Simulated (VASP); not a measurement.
Here is a VASP 6.6.1 calculation.

POSCAR

```
CdHgS2
1.0
    4.1808544803      0.0000000000      0.0000000000
    0.0000000000      4.1808544803      0.0000000000
    0.0000000000      0.0000000000      5.8842973342
Cd S Hg
1 2 1
Direct
    0.0000000000      0.0000000000      0.0000000000
    0.0000000000      0.5000000000      0.2465594816
    0.5000000000      0.0000000000      0.7534405184
    0.5000000000      0.5000000000      0.5000000000
```

The input INCAR.step1:

```
SYSTEM = CdHgS2
ALGO = Normal ; EDIFF = 1E-5
ENCUT = 400 ; GGA = PE
GGA_COMPAT = .FALSE. ; ISIF = 2
ISMEAR = 0 ; LASPH = .TRUE.
LREAL = .FALSE. ; LWAVE = .TRUE.
NBANDS = 26 ; NELM = 120
PREC = Accurate ; SIGMA = 0.01
```

Contents of INCAR.step2:

```
SYSTEM = CdHgS2
ALGO = Normal ; EDIFF = 1E-6
ENCUT = 400 ; GGA = PE
GGA_COMPAT = .FALSE. ; HFSCREEN = 0.2079
ISIF = 2 ; ISMEAR = 0
ISTART = 1 ; LASPH = .TRUE.
LCHARG = .TRUE. ; LELF = .TRUE.
LHFCALC = .TRUE. ; LREAL = .FALSE.
LVHAR = .TRUE. ; LWAVE = .FALSE.
NBANDS = 26 ; NELM = 120
PREC = Accurate ; PRECFOCK = Normal
SIGMA = 0.01
```

File KPOINTS:

```
k-points
0
G
  4 4 4
  0 0 0
```

Potentials or basis: VASP PAW PBE potentials, release 64 (Cd, S, Hg).

Command:

```bash
$ cat potpaw_PBE.64/Cd/POTCAR potpaw_PBE.64/S/POTCAR potpaw_PBE.64/Hg/POTCAR > POTCAR
$ cp INCAR.step1 INCAR
$ mpirun -np 1 vasp_std > vasp.out
$ cp INCAR.step2 INCAR
$ mpirun -np 1 vasp_std > vasp.out
```

Question: Predict the pressure.

Answer: 0.1 GPa.

Question: Estimate the band gap on the k mesh.

Answer: 1.21 eV.

Question: Estimate the largest force.

Answer: 0.059 eV/Å.

Stress tensor (GPa, compression positive):
```
0.13 0.00 0.00
0.00 0.13 0.00
0.00 0.00 0.02
```

Caveat: the PAW data sets were made with another functional, which shifts forces and pressure a little; spin-orbit coupling is left out, which moves the levels of the heavy elements.
